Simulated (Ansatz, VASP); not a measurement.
Two plane-wave programs on Re

Contents of INCAR:

```
PREC = Accurate
ENCUT = 560
EDIFF = 1E-6
ISMEAR = -1
SIGMA = 0.1
LREAL = False
LASPH = True
NELM = 120
ALGO = Normal
ISIF = 2
LWAVE = False
LCHARG = False
GGA = PE
NBANDS = 30
GGA_COMPAT = False
```

File KPOINTS:

```
Automatic mesh
0
Gamma
  9 9 13
```

Contents of POSCAR:

```
Re
1.0
    4.3803093901      0.0000000000      0.0000000000
   -2.1901546950      3.7934592082      0.0000000000
    0.0000000000      0.0000000000      2.7443323786
Re
3
Direct
    0.0000000000      0.0000000000      1.0000000000
    0.3333333333      0.6666666667      0.5000000000
    0.6666666667      0.3333333333      0.5000000000
```

Input for Ansatz:

```yaml
crystal:
  lattice:
    - [4.3803093901, 0.0, 0.0]
    - [-2.190154695, 3.7934592082, 0.0]
    - [0.0, 0.0, 2.7443323786]
  atoms:
    - { symbol: Re, position: [0.0, 0.0, 1.0] }
    - { symbol: Re, position: [0.3333333333, 0.6666666667, 0.5] }
    - { symbol: Re, position: [0.6666666667, 0.3333333333, 0.5] }
hamiltonian:
  xc: pbe
  pseudopotentials:
    kind: paw
    azcp:
      Re: "pseudopotentials/Re.paw.azcp"
basis:
  ecutwfc: 420
  fft_grid_basis: typed
kpoints:
  mp_grid: { grid: [9, 9, 13], shift: [0, 0, 0] }
magnetization:
  spin_polarized: false
scf:
  occupations: { method: fermi_dirac, width: 0.1 }
  lower_state_search: "off"
output:
  stress: true
```

Alike in both runs: task single point; functional PBE; k mesh 9 × 9 × 13; occupations fermi-dirac, width 0.1 eV; no spin polarisation.

|  | VASP | Ansatz |
| --- | --- | --- |
| version | VASP 6.6.1 | Ansatz 0.2.0 |
| potentials or method | VASP PAW PBE potentials, release 64 (Re_sv_GW), cutoff 560 eV | plane waves (420 eV) with PAW, scalar-relativistic |
| valence electrons in the cell | 45 | 45 |

```csv
,VASP,Ansatz,Ansatz less VASP
pressure (GPa),-1.4,0.0,+1.47
"traceless stress, the component that is largest in VASP (GPa)",-0.64,-0.61,+0.026
```

Spin-orbit coupling is off throughout.
